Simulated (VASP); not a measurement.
Here is a VASP 6.6.1 calculation.

File INCAR:

```
SYSTEM = GaSb
ALGO = Normal
EDIFF = 1E-6
ENCUT = 520
GGA = RE
ISIF = 2
ISMEAR = -1
LASPH = .TRUE.
LCHARG = .FALSE.
LREAL = .FALSE.
LWAVE = .FALSE.
NBANDS = 16
NELM = 80
PREC = Accurate
SIGMA = 0.05
```

The input KPOINTS:

```
k-points
0
G
  8 8 8
  0 0 0
```

Contents of POSCAR:

```
GaSb
1.0
    0.0000000000      3.0176570942      3.0176570942
    3.0176570942      0.0000000000      3.0176570942
    3.0176570942      3.0176570942      0.0000000000
Sb Ga
1 1
Direct
    0.7500000000      0.7500000000      0.7500000000
    0.0000000000      0.0000000000      0.0000000000
```

Potentials or basis: VASP PAW PBE potentials, release 64 (Sb, Ga_d).

Run with:

```console
$ cat potpaw_PBE.64/Sb/POTCAR potpaw_PBE.64/Ga_d/POTCAR > POTCAR
$ mpirun -np 1 vasp_std > vasp.out
```

(1) Estimate the pressure.

(2) Estimate the band gap on the k mesh.

## Answers

(1) 6.1 GPa.

(2) 0.40 eV, direct.

Caveat: the PAW data sets were made with another functional, which shifts forces and pressure a little; spin-orbit coupling is left out, which moves the levels of the heavy elements.
